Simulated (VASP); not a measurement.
# B (Pmma) in VASP: further runs

Runs on B. Level: PBE. Tasks: single point.

Everything below comes from runs of VASP 6.6.1. Logs are shortened: lines on timing, memory, paths and dates and some standing lists are left out, and cuts for length are marked.

## Step 1: The cell of the first run

The structure is orthorhombic, space group Pmma (No. 51). The conventional cell has a = 3.697 Å, b = 4.692 Å, c = 3.392 Å, α = 90.00°, β = 90.00°, γ = 90.00°. Within 2.1 Å of B (site symmetry m) lie 5 B at 1.59 to 1.72 Å. Within 2.3 Å of B (site symmetry 2) lie 5 B at 1.72 to 1.85 Å.

## Step 2: Single point, PBE

File INCAR:

```
ALGO = Normal
EDIFF = 1E-6
ENCUT = 520
GGA = PE
ISIF = 2
ISMEAR = 0
LASPH = T
LCHARG = F
LREAL = F
LWAVE = F
NBANDS = 22
NELM = 100
PREC = Accurate
SIGMA = 0.1
```

File KPOINTS:

```
k-points
0
Gamma
  6 4 6
```

File POSCAR:

```
B
1.0
    3.6974524600      0.0000000000      0.0000000000
    0.0000000000      4.6915076700      0.0000000000
    0.0000000000      0.0000000000      3.3916079200
B
8
Direct
    0.4649563700      0.0000000000      0.7499664400
    0.0350436300      0.0000000000      0.7499664400
    0.5350436300      0.0000000000      0.2500335600
    0.9649563700      0.0000000000      0.2500335600
    0.0000000000      0.3171946500      0.0000000000
    0.5000000000      0.6828053500      0.0000000000
    0.0000000000      0.6828053500      0.0000000000
    0.5000000000      0.3171946500      0.0000000000
```

Potentials or basis: VASP PAW PBE potentials, release 64 (B).

Run with:

```
cat potpaw_PBE.64/B/POTCAR > POTCAR
mpirun -np 1 vasp_std > vasp.out
```

OUTCAR:

```text
EDIFF = 1E-6
   ENCUT = 520
   GGA = PE
   ISIF = 2
   ISMEAR = 0
   LASPH = T
   LREAL = F
   NELM = 100
   PREC = Accurate

 ion  position               nearest neighbor table
   1  0.465  0.000  0.750-   2 1.59   3 1.72   3 1.72   6 1.72   8 1.72   2 2.11
   2  0.035  0.000  0.750-   1 1.59   4 1.72   4 1.72   5 1.72   7 1.72   1 2.11
   3  0.535  0.000  0.250-   4 1.59   1 1.72   1 1.72   8 1.72   6 1.72   4 2.11
   4  0.965  0.000  0.250-   3 1.59   2 1.72   2 1.72   7 1.72   5 1.72   3 2.11
   5  0.000  0.317  0.000-   7 1.72   4 1.72   2 1.72   8 1.85   8 1.85
   6  0.500  0.683  0.000-   8 1.72   3 1.72   1 1.72   7 1.85   7 1.85
   7  0.000  0.683  0.000-   5 1.72   4 1.72   2 1.72   6 1.85   6 1.85
   8  0.500  0.317  0.000-   6 1.72   3 1.72   1 1.72   5 1.85   5 1.85

  LATTYP: Found a simple orthorhombic cell.
 ALAT       =     3.3916079200
 B/A-ratio  =     1.0901768563
 C/A-ratio  =     1.3832694641

  Lattice vectors:

 A1 = (   0.0000000000,   0.0000000000,   3.3916079200)
 A2 = (   3.6974524600,   0.0000000000,   0.0000000000)
 A3 = (   0.0000000000,   4.6915076700,   0.0000000000)

Analysis of symmetry for initial positions (statically):
=====================================================================
 Subroutine PRICEL returns:
 Original cell was already a primitive cell.

 Routine SETGRP: Setting up the symmetry group for a
 simple orthorhombic supercell.

 Subroutine GETGRP returns: Found  8 space group operations
 (whereof  4 operations were pure point group operations)
 out of a pool of  8 trial point group operations.

The static configuration has the point symmetry C_2h.
 The point group associated with its full space group is D_2h.

Analysis of symmetry for dynamics (positions and initial velocities):
=====================================================================
 Subroutine PRICEL returns:
 Original cell was already a primitive cell.

 Routine SETGRP: Setting up the symmetry group for a
 simple orthorhombic supercell.

 Subroutine GETGRP returns: Found  8 space group operations
 (whereof  4 operations were pure point group operations)
 out of a pool of  8 trial point group operations.

The dynamic configuration has the point symmetry C_2h.
 The point group associated with its full space group is D_2h.

 Subroutine INISYM returns: Found  8 space group operations
 (whereof  4 operations are pure point group operations),
 and found     1 'primitive' translations

----------------------------------------------------------------------------------------

                                     Primitive cell

  volume of cell :      58.8330

  direct lattice vectors                    reciprocal lattice vectors
     3.697452460  0.000000000  0.000000000     0.270456486  0.000000000  0.000000000
     0.000000000  4.691507670  0.000000000     0.000000000  0.213151096  0.000000000
     0.000000000  0.000000000  3.391607920     0.000000000  0.000000000  0.294845402

  length of vectors
     3.697452460  4.691507670  3.391607920     0.270456486  0.213151096  0.294845402

  position of ions in fractional coordinates (direct lattice)
     0.464956370  0.000000000  0.749966440
     0.035043630  0.000000000  0.749966440
     0.535043630  0.000000000  0.250033560
     0.964956370  0.000000000  0.250033560
     0.000000000  0.317194650  0.000000000
     0.500000000  0.682805350  0.000000000
     0.000000000  0.682805350  0.000000000
     0.500000000  0.317194650  0.000000000

  ion indices of the primitive-cell ions
   primitive index   ion index
                 1           1
                 2           2
                 3           3
                 4           4
                 5           5
                 6           6
                 7           7
                 8           8

----------------------------------------------------------------------------------------

 KPOINTS: k-points

Automatic generation of k-mesh.
 Grid dimensions read from file:
 generate k-points for:    6    4    6

 Generating k-lattice:

  Cartesian coordinates                     Fractional coordinates (reciprocal lattice)
     0.045076081  0.000000000  0.000000000     0.166666667  0.000000000  0.000000000
     0.000000000  0.053287774  0.000000000     0.000000000  0.250000000  0.000000000
     0.000000000  0.000000000  0.049140900     0.000000000  0.000000000  0.166666667

  Length of vectors
     0.045076081  0.053287774  0.049140900

  Shift w.r.t. Gamma in fractional coordinates (k-lattice)
     0.000000000  0.000000000  0.000000000

 Subroutine IBZKPT returns following result:
 ===========================================

 Found     48 irreducible k-points:

 Following reciprocal coordinates:
            Coordinates               Weight
  0.000000  0.000000  0.000000      1.000000
  0.166667  0.000000  0.000000      2.000000
  0.333333  0.000000  0.000000      2.000000
  0.500000  0.000000  0.000000      1.000000
  0.000000  0.250000  0.000000      2.000000
  0.166667  0.250000  0.000000      4.000000
[... 16 lines left out ...]
  0.333333  0.500000  0.166667      4.000000
  0.500000  0.500000  0.166667      2.000000
 [... further k-points ...]
   k-points           NKPTS =     48   k-points in BZ     NKDIM =     48   number of bands    NBANDS=     22
   number of dos      NEDOS =    301   number of ions     NIONS =      8
   total plane-waves  NPLWV =  28224
   dimension x,y,z NGX =    28 NGY =   36 NGZ =   28
   dimension x,y,z NGXF=    56 NGYF=   72 NGZF=   56
   ions per type =               8
   NGX,Y,Z   is equivalent  to a cutoff of  12.59, 12.76, 13.72 a.u.
   NGXF,Y,Z  is equivalent  to a cutoff of  25.18, 25.51, 27.45 a.u.
 SYSTEM =  unknown system
   PREC   = accura    normal or accurate (medium, high low for compatibility)
   ISTART =      0    job   : 0-new  1-cont  2-samecut
   ICHARG =      2    charge: 1-file 2-atom 10-const
   ISPIN  =      1    spin polarized calculation?
   LNONCOLLINEAR =      F non collinear calculations
   LSORBIT =      F    spin-orbit coupling
   LASPH  =      T    aspherical Exc in radial PAW
   ENCUT  =  520.0 eV  38.22 Ry    6.18 a.u.   6.87  8.72  6.31*2*pi/ulx,y,z
   NELM   =    100;   NELMIN=  2; NELMDL= -5     # of ELM steps
   EDIFF  = 0.1E-05   stopping-criterion for ELM
   LREAL  =      F    real-space projection
   EDIFFG = 0.1E-04   stopping-criterion for IOM
   NSW    =      0    number of steps for IOM
   IBRION =     -1    ionic relax: 0-MD 1-quasi-New 2-CG
   NFREE  =      0    steps in history (QN), initial steepest desc. (CG)
   ISIF   =      2    stress and relaxation
   ISYM   =      2    0-nonsym 1-usesym 2-fastsym
   POTIM  = 0.5000    time-step for ionic-motion
   TEBEG  =    0.0;   TEEND  =   0.0 temperature during run
   PSTRESS=    0.0 pullay stress
   NELECT =      24.0000    total number of electrons
   NUPDOWN=      -1.0000    fix difference up-down
   EMIN   =  10.00;   EMAX   =-10.00  energy-range for DOS
   EFERMI =   0.00;   METHOD = LEGACY
   ISMEAR =     0;   SIGMA  =   0.10  broadening in eV -4-tet -1-fermi 0-gaus
   EFERMI_NEDOS =   21; number of points for ismear=-14 and -15
   IALGO  =     38    algorithm
   IMIX   =      4    mixing-type and parameters
     AMIX     =   0.40;   BMIX     =  1.00
     AMIX_MAG =   1.60;   BMIX_MAG =  1.00
  volume/ion in A,a.u.               =       7.35        49.63
  Fermi-wavevector in a.u.,A,eV,Ry     =   1.214148  2.294407 20.057107  1.474156
  Thomas-Fermi vector in A             =   2.349577
   LORBIT       =      0    0 simple, 1 ext, 2 COOP (PROOUT), +10 PAW based schemes
   GGA     = PE    functional components
   LHFCALC =     F    Hartree Fock is set to
   AEXX    =    0.0000 exact exchange contribution
   IVDW    =     0    specifies the selected vdW correction
   LEPSILON=     F    determine dielectric tensor
   LRPA    =     F    only Hartree local field effects (RPA)
 non-spin polarized calculation
 Gauss-broadening in eV      SIGMA  =   0.10
  energy-cutoff  :      520.00
  volume of cell :       58.83
 maximum number of plane-waves:      1602
 NGX is ok and might be reduce to    28
   NGX = 13   NGY = 17   NGZ = 13

 number of electron      24.0000001 magnetization

 Free energy of the ion-electron system (eV)
  ---------------------------------------------------
  ext. energy  EPLUGINS =         0.00000000
  ---------------------------------------------------
  free energy    TOTEN  =       -43.59021886 eV

  energy without entropy =      -43.57974478  energy(sigma->0) =      -43.58498182

 E-fermi :   5.9972     XC(G=0): -11.4481

 val. band max:        5.9676232883   @ k =   0.1667   0.0000   0.0000
 cond. band min:       6.0002272265   @ k =   0.1667   0.0000   0.1667
 fundamental gap:      0.0326039382
 Fermi energy:         5.9972401439

 k-point     1 :       0.0000    0.0000    0.0000
  band No.  band energies     occupation
      1     -10.6754      2.00000
      2      -4.9289      2.00000
      3      -4.1967      2.00000
      4      -3.5381      2.00000
      5      -1.5103      2.00000
      6      -1.0723      2.00000
[... 14 lines left out ...]
     21      14.9581      0.00000
     22      14.9917      0.00000

 k-point     2 :       0.1667    0.0000    0.0000
  band No.  band energies     occupation
      1     -10.4415      2.00000
      2      -5.0451      2.00000
      3      -4.6852      2.00000
      4      -3.9616      2.00000
      5      -1.2610      2.00000
      6       0.4412      2.00000
[... 14 lines left out ...]
     21      14.8694      0.00000
     22      16.1741      0.00000

 k-point     3 :       0.3333    0.0000    0.0000
  band No.  band energies     occupation
      1      -9.7420      2.00000
      2      -6.9923      2.00000
      3      -3.9589      2.00000
      4      -3.2633      2.00000
      5      -1.1368      2.00000
      6      -0.6030      2.00000
[... 14 lines left out ...]
     21      14.1147      0.00000
     22      15.3766      0.00000
[... 476 lines left out ...]
 k-point    23 :       0.3333    0.5000    0.1667
  band No.  band energies     occupation
      1      -9.1978      2.00000
      2      -6.4282      2.00000
      3      -6.0772      2.00000
      4      -3.3368      2.00000
      5      -1.8970      2.00000
      6       0.2963      2.00000
[... 14 lines left out ...]
     21      14.8777      0.00000
     22      16.0960      0.00000

 k-point    24 :       0.5000    0.5000    0.1667
  band No.  band energies     occupation
      1      -8.0336      2.00000
      2      -8.0336      2.00000
      3      -4.9202      2.00000
      4      -4.9202      2.00000
      5      -0.7601      2.00000
      6      -0.7601      2.00000
[... 14 lines left out ...]
     21      14.5194      0.00000
     22      14.5194      0.00000

 [... further k-points ...]
[... 5 lines left out ...]
  --------------------------------------------------------------------------------------
  -------------------------------------------------------------------------------------
  Total       33.0721636    -12.5504063     12.6483280      0.0000000      0.0000000      0.0000000
  in kB      900.6426710   -341.7808294    344.4474954      0.0000000      0.0000000      0.0000000
  external PRESSURE =     301.1031123 kB  Pullay stress =       0.0000000 kB

 VOLUME and BASIS-vectors are now :
 -----------------------------------------------------------------------------
  energy-cutoff  :      520.00
  volume of cell :       58.83
      direct lattice vectors                 reciprocal lattice vectors
     3.697452460  0.000000000  0.000000000     0.270456486  0.000000000  0.000000000
     0.000000000  4.691507670  0.000000000     0.000000000  0.213151096  0.000000000
     0.000000000  0.000000000  3.391607920     0.000000000  0.000000000  0.294845402

 POSITION                                       TOTAL-FORCE (eV/Angst)
 -----------------------------------------------------------------------------------
      1.71915      0.00000      2.54359         2.645077     -0.000000     -1.744280
      0.12957      0.00000      2.54359        -2.645077     -0.000000     -1.744280
      1.97830      0.00000      0.84802        -2.645077     -0.000000      1.744280
      3.56788      0.00000      0.84802         2.645077     -0.000000      1.744280
      0.00000      1.48812      0.00000        -0.000000      0.649423      0.000000
      1.84873      3.20339      0.00000         0.000000     -0.649423      0.000000
      0.00000      3.20339      0.00000         0.000000     -0.649423      0.000000
      1.84873      1.48812      0.00000         0.000000      0.649423      0.000000
 -----------------------------------------------------------------------------------
    total drift:                                0.000000     -0.000000     -0.000000

  FREE ENERGIE OF THE ION-ELECTRON SYSTEM (eV)
  ---------------------------------------------------
  free  energy   TOTEN  =       -43.5902188602 eV

  energy  without entropy=      -43.5797447842  energy(sigma->0) =      -43.58498182
```

It took 63 s on 1 thread of AMD EPYC 7R43 (Zen 3), shared host; peak memory 0.15 GiB.

Results:

| Quantity | Value |
| --- | --- |
| Free energy | -43.5902 eV |
| Pressure | 30.1 GPa |
| Largest force | 3.168 eV/Å |
| Band gap on the k mesh | zero (band 12 reaches 7.32 eV, above the bottom of band 13 at 4.46 eV) |

Forces in eV/Å, atoms in the order of the input:
```
B    2.645  0.000 -1.744
B   -2.645  0.000 -1.744
B   -2.645  0.000  1.744
B    2.645  0.000  1.744
B    0.000  0.649  0.000
B    0.000 -0.649  0.000
B    0.000 -0.649  0.000
B    0.000  0.649  0.000
```

Stress tensor (GPa, compression positive):
```
 90.06   0.00   0.00
  0.00 -34.18   0.00
  0.00   0.00  34.44
```

Caveat: forces of over 1 eV/Å act on the atoms, so gaps and moduli don't describe the material at rest.

[end of part 1 of 2]
